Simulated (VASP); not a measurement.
# W3I (Pm-3m) in VASP: single point with PBE

Aim: the single point of W3I with PBE.

Program: VASP 6.6.1. These are calculated values, not measurements. Logs are shortened: lines on timing, memory, paths and dates and some standing lists are left out, and cuts for length are marked.

## (1) The cell of the first run

It takes space group Pm-3m (No. 221, cubic). The conventional cell has a = 4.152 Å, b = 4.152 Å, c = 4.152 Å, α = 90.00°, β = 90.00°, γ = 90.00°. Within 3.9 Å of W (site symmetry 4/mmm) lie 8 W at 2.94 Å and 4 I at 2.94 Å. I (site symmetry m-3m) has 12 W at 2.94 Å within 3.9 Å.

## (2) Single point, PBE

Input file INCAR:

```
  PREC = Accurate
  ENCUT = 520
  EDIFF = 1E-6
  ISMEAR = 0
  SIGMA = 0.1
  LREAL = F
  LASPH = T
  NELM = 100
  ALGO = Fast
  ISIF = 2
  LWAVE = F
  LCHARG = F
  GGA = PE
  NBANDS = 32
```

Input file KPOINTS:

```
Automatic mesh
0
Gamma
  12 12 12
```

Input file POSCAR:

```
W3I
1.0
    4.1517288632      0.0000000000      0.0000000000
    0.0000000000      4.1517288632      0.0000000000
    0.0000000000      0.0000000000      4.1517288632
W I
3 1
Direct
    0.0000000000      0.5000000000      0.5000000000
    0.5000000000      0.0000000000      0.5000000000
    0.5000000000      0.5000000000      0.0000000000
    0.0000000000      0.0000000000      0.0000000000
```

Potentials or basis: VASP PAW PBE potentials, release 64 (W_sv, I).

The run is started by

```
$ cat potpaw_PBE.64/W_sv/POTCAR potpaw_PBE.64/I/POTCAR > POTCAR
$ mpirun -np 1 vasp_std > vasp.out
```

OUTCAR:

```text
PREC = Accurate
   ENCUT = 520
   EDIFF = 1E-6
   ISMEAR = 0
   LREAL = F
   LASPH = T
   NELM = 100
   ISIF = 2
   GGA = PE

 ion  position               nearest neighbor table
   1  0.000  0.500  0.500-   2 2.94   3 2.94   4 2.94   3 2.94   4 2.94   2 2.94   4 2.94   4 2.94
                             2 2.94   3 2.94   3 2.94   2 2.94
   2  0.500  0.000  0.500-   1 2.94   3 2.94   4 2.94   3 2.94   4 2.94   1 2.94   3 2.94   3 2.94
                             1 2.94   4 2.94   4 2.94   1 2.94
   3  0.500  0.500  0.000-   1 2.94   2 2.94   4 2.94   1 2.94   2 2.94   2 2.94   4 2.94   2 2.94
                             1 2.94   4 2.94   1 2.94   4 2.94
   4  0.000  0.000  0.000-   1 2.94   2 2.94   3 2.94   1 2.94   2 2.94   1 2.94   3 2.94   1 2.94
                             2 2.94   3 2.94   2 2.94   3 2.94

  LATTYP: Found a simple cubic cell.
 ALAT       =     4.1517288632

  Lattice vectors:

 A1 = (   4.1517288632,   0.0000000000,   0.0000000000)
 A2 = (   0.0000000000,   4.1517288632,   0.0000000000)
 A3 = (   0.0000000000,   0.0000000000,   4.1517288632)

Analysis of symmetry for initial positions (statically):
=====================================================================
 Subroutine PRICEL returns:
 Original cell was already a primitive cell.

 Routine SETGRP: Setting up the symmetry group for a
 simple cubic supercell.

 Subroutine GETGRP returns: Found 48 space group operations
 (whereof 48 operations were pure point group operations)
 out of a pool of 48 trial point group operations.

The static configuration has the point symmetry O_h .

Analysis of symmetry for dynamics (positions and initial velocities):
=====================================================================
 Subroutine PRICEL returns:
 Original cell was already a primitive cell.

 Routine SETGRP: Setting up the symmetry group for a
 simple cubic supercell.

 Subroutine GETGRP returns: Found 48 space group operations
 (whereof 48 operations were pure point group operations)
 out of a pool of 48 trial point group operations.

The dynamic configuration has the point symmetry O_h .

 Subroutine INISYM returns: Found 48 space group operations
 (whereof 48 operations are pure point group operations),
 and found     1 'primitive' translations

----------------------------------------------------------------------------------------

                                     Primitive cell

  volume of cell :      71.5627

  direct lattice vectors                    reciprocal lattice vectors
[... 95 lines left out ...]
   IBRION =     -1    ionic relax: 0-MD 1-quasi-New 2-CG
   NFREE  =      0    steps in history (QN), initial steepest desc. (CG)
   ISIF   =      2    stress and relaxation
   ISYM   =      2    0-nonsym 1-usesym 2-fastsym
   POTIM  = 0.5000    time-step for ionic-motion
   TEBEG  =    0.0;   TEEND  =   0.0 temperature during run
   PSTRESS=    0.0 pullay stress
   NELECT =      49.0000    total number of electrons
   NUPDOWN=      -1.0000    fix difference up-down
   EMIN   =  10.00;   EMAX   =-10.00  energy-range for DOS
   EFERMI =   0.00;   METHOD = LEGACY
   ISMEAR =     0;   SIGMA  =   0.10  broadening in eV -4-tet -1-fermi 0-gaus
   EFERMI_NEDOS =   21; number of points for ismear=-14 and -15
   IALGO  =     68    algorithm
   IMIX   =      4    mixing-type and parameters
     AMIX     =   0.40;   BMIX     =  1.00
     AMIX_MAG =   1.60;   BMIX_MAG =  1.00
  volume/ion in A,a.u.               =      17.89       120.73
  Fermi-wavevector in a.u.,A,eV,Ry     =   1.442928  2.726738 28.327875  2.082040
  Thomas-Fermi vector in A             =   2.561393
   LORBIT       =      0    0 simple, 1 ext, 2 COOP (PROOUT), +10 PAW based schemes
   GGA     = PE    functional components
   LHFCALC =     F    Hartree Fock is set to
   AEXX    =    0.0000 exact exchange contribution
   IVDW    =     0    specifies the selected vdW correction
   LEPSILON=     F    determine dielectric tensor
   LRPA    =     F    only Hartree local field effects (RPA)
 non-spin polarized calculation
 RMM-DIIS sequential band-by-band and
 Gauss-broadening in eV      SIGMA  =   0.10
  energy-cutoff  :      520.00
  volume of cell :       71.56
 maximum number of plane-waves:      1956
 NGX is ok and might be reduce to    32
   NGX = 15   NGY = 15   NGZ = 15

 number of electron      49.0000007 magnetization

 Free energy of the ion-electron system (eV)
  ---------------------------------------------------
  ext. energy  EPLUGINS =         0.00000000
  ---------------------------------------------------
  free energy    TOTEN  =       -33.79930077 eV

  energy without entropy =      -33.76954754  energy(sigma->0) =      -33.78442415

 E-fermi :  11.8919     XC(G=0): -12.8017

 val. band max:       11.8785471762   @ k =   0.4167   0.4167   0.3333
 cond. band min:      11.9123709627   @ k =   0.5000   0.5000   0.2500
 fundamental gap:      0.0338237865
 Fermi energy:        11.8918632307

 k-point     1 :       0.0000    0.0000    0.0000
  band No.  band energies     occupation
      1     -62.4510      2.00000
      2     -62.3784      2.00000
      3     -62.3784      2.00000
      4     -26.9282      2.00000
      5     -26.9282      2.00000
      6     -26.9282      2.00000
[... 829 lines left out ...]
     31      14.4681      0.00000
     32      14.7042      0.00000

 [... further k-points ...]

------------------------ aborting loop because EDIFF is reached ----------------------------------------

  FORCE on cell =-STRESS in cart. coord.  units (eV):
  Direction    XX          YY          ZZ          XY          YZ          ZX
  --------------------------------------------------------------------------------------
  -------------------------------------------------------------------------------------
  Total        0.0385273      0.0385273      0.0385273      0.0000000      0.0000000      0.0000000
  in kB        0.8625667      0.8625667      0.8625667      0.0000000      0.0000000      0.0000000
  external PRESSURE =       0.8625667 kB  Pullay stress =       0.0000000 kB

 VOLUME and BASIS-vectors are now :
 -----------------------------------------------------------------------------
  energy-cutoff  :      520.00
  volume of cell :       71.56
      direct lattice vectors                 reciprocal lattice vectors
     4.151728863  0.000000000  0.000000000     0.240863513  0.000000000  0.000000000
     0.000000000  4.151728863  0.000000000     0.000000000  0.240863513  0.000000000
     0.000000000  0.000000000  4.151728863     0.000000000  0.000000000  0.240863513

 POSITION                                       TOTAL-FORCE (eV/Angst)
 -----------------------------------------------------------------------------------
      0.00000      2.07586      2.07586         0.000000      0.000000      0.000000
      2.07586      0.00000      2.07586         0.000000      0.000000      0.000000
      2.07586      2.07586      0.00000         0.000000      0.000000      0.000000
      0.00000      0.00000      0.00000         0.000000      0.000000      0.000000
 -----------------------------------------------------------------------------------
    total drift:                                0.000000     -0.000000     -0.000000

  FREE ENERGIE OF THE ION-ELECTRON SYSTEM (eV)
  ---------------------------------------------------
  free  energy   TOTEN  =       -33.7993007682 eV

  energy  without entropy=      -33.7695475394  energy(sigma->0) =      -33.78442415
```

Run time: 2.8 min. Hardware: 1 thread of Oxide Virtual Turin-like, shared host; peak memory 0.25 GiB.

Results:

```
Free energy            : -33.7993 eV
Pressure               : 0.1 GPa
Band gap on the k mesh : zero (an odd number of electrons rules out a gap without spin polarisation)
```

Caveat: spin-orbit coupling is left out, which moves the levels of the heavy elements.

The gap in the log of VASP goes by the Fermi energy; the results here count the filled bands.